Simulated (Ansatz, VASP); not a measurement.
**Mg2NCl in VASP and in Ansatz**

Contents of INCAR:

```
SYSTEM = Mg2NCl
PREC = Accurate
ENCUT = 520
EDIFF = 1E-6
ISMEAR = 0
SIGMA = 0.05
LREAL = .False.
LASPH = .True.
NELM = 100
ALGO = Normal
ISIF = 2
LWAVE = .False.
LCHARG = .True.
LELF = .True.
LVHAR = .True.
NBANDS = 16
```

Contents of KPOINTS:

```
regular mesh
0
Gamma
  9 9 9
  0 0 0
```

The input POSCAR:

```
Mg2NCl
1.0
    1.6606666161      0.9587863178      6.3031258500
   -1.6606666161      0.9587863178      6.3031258500
    0.0000000000     -1.9175726357      6.3031258500
Mg N Cl
2 1 1
Direct
    0.2228150000      0.2228150000      0.2228150000
    0.7771850000      0.7771850000      0.7771850000
    0.5000000000      0.5000000000      0.5000000000
    0.0000000000      0.0000000000      0.0000000000
```

Input for Ansatz:

```yaml
crystal:
  lattice:
    - [1.6606666161, 0.9587863178, 6.30312585]
    - [-1.6606666161, 0.9587863178, 6.30312585]
    - [0.0, -1.9175726357, 6.30312585]
  atoms:
    - { symbol: Mg, position: [0.222815, 0.222815, 0.222815] }
    - { symbol: Mg, position: [0.777185, 0.777185, 0.777185] }
    - { symbol: "N", position: [0.5, 0.5, 0.5] }
    - { symbol: Cl, position: [0.0, 0.0, 0.0] }
basis:
  ecutwfc: 420
kpoints:
  mp_grid: { grid: [9, 9, 9] }
hamiltonian:
  xc: lda
scf:
  occupations: { method: gaussian, width: 0.05 }
output:
  forces: true
  stress: true
  eigenvalues: true
```

Change from the starting cell: strain +0.000 along x and y, +0.050 along z, atoms carried along.

Alike in both runs: task single point; functional LDA; k mesh 9 × 9 × 9; occupations gaussian, width 0.05 eV; no spin polarisation.

|  | VASP | Ansatz |
| --- | --- | --- |
| version | VASP 6.6.1 | Ansatz 0.2.0 |
| potentials or method | VASP PAW LDA potentials, release 64 (Mg, N, Cl), cutoff 520 eV | scalar-relativistic, plane waves, PAW |
| valence electrons in the cell | 16 | 32 |

VASP gave:

- gap on the k mesh at the Fermi level (eV): 1.52
- least direct gap on the mesh (eV): 1.52
- pressure (GPa): -9.5
- traceless stress, the component that is largest in VASP (GPa): -4.02
- rms of the force components (eV/Å): 0.240

Question: What did Ansatz give for the same quantities?

Answer: gap on the k mesh at the Fermi level (eV): 1.55; least direct gap on the mesh (eV): 1.55; pressure (GPa): -8.8; traceless stress, the component that is largest in VASP (GPa): -3.97; rms of the force components (eV/Å): 0.220.

LDA's correlation is that of Perdew and Zunger in VASP and of Perdew and Wang (1992) in Ansatz. Atom by atom the forces differ by 0.020 eV/Å (rms over components). VASP's potentials hold 16 valence electrons a cell and Ansatz's 32, so a difference there can come from the potentials and not from the codes.
